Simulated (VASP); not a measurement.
F: single point with PBEsol

Crystal: F.

```
CELL_PARAMETERS angstrom
0.00000 1.31804 1.31804
1.31804 0.00000 1.31804
1.31804 1.31804 0.00000
ATOMIC_POSITIONS crystal
F 0.00000 0.00000 0.00000
```

```yaml
Program: VASP 6.6.1
Task: single point
Functional: PBEsol
Potentials_or_basis: VASP PAW PBE potentials, release 64 (F)
Cutoff: 600 eV
k_mesh: 22 × 22 × 22
Occupations: fermi-dirac, width 0.05 eV
Spin: no spin polarisation
```

```yaml
Pressure: 292.2 GPa
Band_gap_on_the_k_mesh: zero (an odd number of electrons rules out a gap without spin polarisation)
```

Levels at points of the mesh, in eV from the Fermi level:
| k point | band 1 | band 2 | band 3 | band 4 | band 5 | band 6 | band 7 | band 8 |
| --- | --- | --- | --- | --- | --- | --- | --- | --- |
| (0.00, 0.00, 0.00) | -30.89 | 1.80 | 1.80 | 1.80 | 26.35 | 45.87 | 45.87 | 45.87 |
| (0.50, 0.00, 0.00) | -23.30 | -12.31 | 0.50 | 0.50 | 28.84 | 33.71 | 42.28 | 42.28 |
| (0.50, 0.50, 0.00) | -20.67 | -10.54 | -2.51 | -2.51 | 20.73 | 27.22 | 40.69 | 54.66 |

Run time: 8.6 s on 1 thread of AMD EPYC 9R14 (Zen 4), on a shared host, peak memory 0.09 GiB.

Caveat: the cell stands under pressure; the PAW data sets were made with another functional, which shifts forces and pressure a little; an odd number of electrons without spin polarisation forces a metal; a magnetic or distorted state may lie lower.
